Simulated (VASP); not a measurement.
**Sr: single point with PBE**

The system is Sr.

```
CELL_PARAMETERS angstrom
0.00000 3.04235 3.10320
3.04235 0.00000 3.10320
3.04235 3.04235 0.00000
ATOMIC_POSITIONS crystal
Sr 0.00000 0.00000 0.00000
```

```
Program                : VASP 6.6.1
Task                   : single point
Functional             : PBE
Potentials or basis    : VASP PAW PBE potentials, release 64 (Sr_sv)
Cutoff                 : 520 eV
k mesh                 : 6 × 6 × 6
Occupations            : fermi-dirac, width 0.05 eV
Spin                   : no spin polarisation
Dipole correction      : no
Further INCAR settings : ALGO = Normal; EDIFF = 1e-06; NBANDS = 11
```

```yaml
Pressure: -0.5 GPa
Band_gap_on_the_k_mesh: 0.02 eV, direct
```

Stress tensor (GPa, compression positive):
```
-0.52  0.00  0.00
 0.00 -0.52  0.00
 0.00  0.00 -0.43
```

Levels at points of the mesh, in eV from the valence-band top:
```csv
k point,band 1,band 2,band 3,band 4,band 5,band 6,band 7,band 8,band 9,band 10
"(0.00, 0.00, 0.00)",-36.69,-18.58,-18.58,-18.58,-3.57,2.24,2.35,2.35,3.63,3.79
"(0.50, 0.00, 0.00)",-36.67,-18.75,-18.61,-18.60,-1.08,0.03,2.10,2.22,4.67,4.73
"(0.50, 0.50, 0.00)",-36.67,-18.74,-18.64,-18.64,-0.62,0.42,0.87,4.71,4.98,4.99
"(0.50, 0.00, 0.50)",-36.67,-18.74,-18.65,-18.64,-0.56,0.38,1.03,4.69,4.93,5.04
```

Wall time 5.8 s on 1 thread of Intel(R) Xeon(R) 6975P-C (Granite Rapids) (shared host), peak memory 0.17 GiB.

A k mesh can miss the band edges.
